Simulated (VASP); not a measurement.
Write the native input for VASP 6.6.1 that does the following.

| Quantity | Value |
| --- | --- |
| Task | relaxation of cell and atoms |
| Functional | PBE |
| Potentials or basis | VASP PAW PBE potentials, release 64 (Sb) |
| Cutoff | 600 eV |
| k mesh | 12 × 12 × 6 |
| Occupations | gaussian, width 0.1 eV |
| Spin | no spin polarisation |
| Dipole correction | no |
| Further INCAR settings | ALGO = Fast; EDIFF = 1e-06; IBRION = 2; EDIFFG = -0.01; NSW = 100; ISIF = 3 |

The structure of Sb lies in POSCAR:

```
Sb
1.0
    4.2524400684     -0.0000000289      0.0000000000
   -2.1262200092      3.6827211418      0.0000000000
    0.0000000000      0.0000000000      9.7057662000
Sb
4
Direct
    0.0000000000      0.0000000000      0.7892080000
    0.0000000000      0.0000000000      0.2107920000
    0.3333333333      0.6666666667      0.6269890000
    0.6666666667      0.3333333333      0.3730110000
```

The cell was generated, and may not be a known phase.

One way to write it, as run:

INCAR

```
SYSTEM = Sb
PREC = Accurate
ENCUT = 600
EDIFF = 1E-6
ISMEAR = 0
SIGMA = 0.1
LREAL = .FALSE.
LASPH = .TRUE.
NELM = 60
ALGO = Fast
ISIF = 3
LWAVE = .FALSE.
LCHARG = .FALSE.
GGA = PE
IBRION = 2
NSW = 100
EDIFFG = -0.01
```

KPOINTS

```
Automatic mesh
0
G
  12 12 6
  0 0 0
```

Potentials or basis: VASP PAW PBE potentials, release 64 (Sb).

Run with:

```console
$ cat potpaw_PBE.64/Sb/POTCAR > POTCAR
$ mpirun -np 1 vasp_std > vasp.out
```

Results of the run:

* Relaxed volume: 38.03 Å³/atom
* Relaxed cell: a = 4.252 Å, b = 4.252 Å, c = 9.715 Å, α = 90.00°, β = 90.00°, γ = 120.00°
* Space group after relaxing (to 0.1 Å): P-3m1 (No. 164)
* Energy gained by relaxing: 0.1 meV/atom
* Ionic steps: 4
* Pressure after relaxing: 0.0 GPa
* Largest force after relaxing: 0.007 eV/Å
* Band gap on the k mesh: zero (bands 10 and 11 overlap by 0.32 eV)

Caveat: spin-orbit coupling is left out, which moves the levels of the heavy elements.

Run time: 11 min on 1 thread of Oxide Virtual Turin-like Processor, with other jobs on the host, peak memory 0.44 GiB.
